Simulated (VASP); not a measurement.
Write the native input for VASP 6.6.1 that does the following.

```yaml
Task: single point
Functional: PBE
Dispersion: D3(BJ)
Potentials_or_basis: VASP PAW PBE potentials, release 64 (Mo_sv, S)
Cutoff: 520 eV
k_mesh: 12 × 12 × 4
Occupations: gaussian, width 0.05 eV
Spin: no spin polarisation
Dipole_correction: no
Further_INCAR_settings: ALGO = Normal; EDIFF = 1e-06; NBANDS = 35
```

The structure of MoS2 lies in POSCAR:

```
MoS2
1.0
    3.1808000000      0.0000000000      0.0000000000
   -1.5904000000      2.7546536043      0.0000000000
    0.0000000000      0.0000000000     11.0072000000
Mo S
2 4
Direct
    0.6666666667      0.3333333333      0.2501439769
    0.3333333333      0.6666666667      0.7498560231
    0.3333333333      0.6666666667      0.3795985159
    0.6666666667      0.3333333333      0.8793132861
    0.3333333333      0.6666666667      0.1206867139
    0.6666666667      0.3333333333      0.6204014841
```

One way to write it, as run:

INCAR

```
PREC     = Accurate       # precision mode
ENCUT    = 520            # plane-wave cutoff, eV
EDIFF    = 1E-6           # SCF threshold, eV
ISMEAR   = 0              # smearing method
SIGMA    = 0.05           # smearing width, eV
LREAL    = False          # projectors in reciprocal space
LASPH    = True           # aspherical terms in the spheres
NELM     = 60             # most SCF steps
ALGO     = Normal         # electronic algorithm
ISIF     = 2              # what is computed and relaxed
LWAVE    = False          # write WAVECAR
LCHARG   = False          # write CHGCAR
GGA      = PE             # functional
IVDW     = 12             # dispersion correction
NBANDS   = 35             # bands
```

KPOINTS

```
Automatic mesh
0
Gamma
  12 12 4
```

Potentials or basis: VASP PAW PBE potentials, release 64 (Mo_sv, S).

The run is started by

```bash
$ cat potpaw_PBE.64/Mo_sv/POTCAR potpaw_PBE.64/S/POTCAR > POTCAR
$ mpirun -np 1 vasp_std > vasp.out
```

It gave:

- Pressure: 15.1 GPa
- Largest force: 2.600 eV/Å
- Band gap on the k mesh: zero (bands 26 and 27 overlap by 0.32 eV)
- Dispersion energy per atom: -0.473 eV

Caveat: the cell stands under pressure; forces of over 1 eV/Å act on the atoms, so gaps and moduli don't describe the material at rest.

Wall time 5 min on 1 thread of Intel Xeon 8259CL (shared host), peak memory 0.34 GiB.
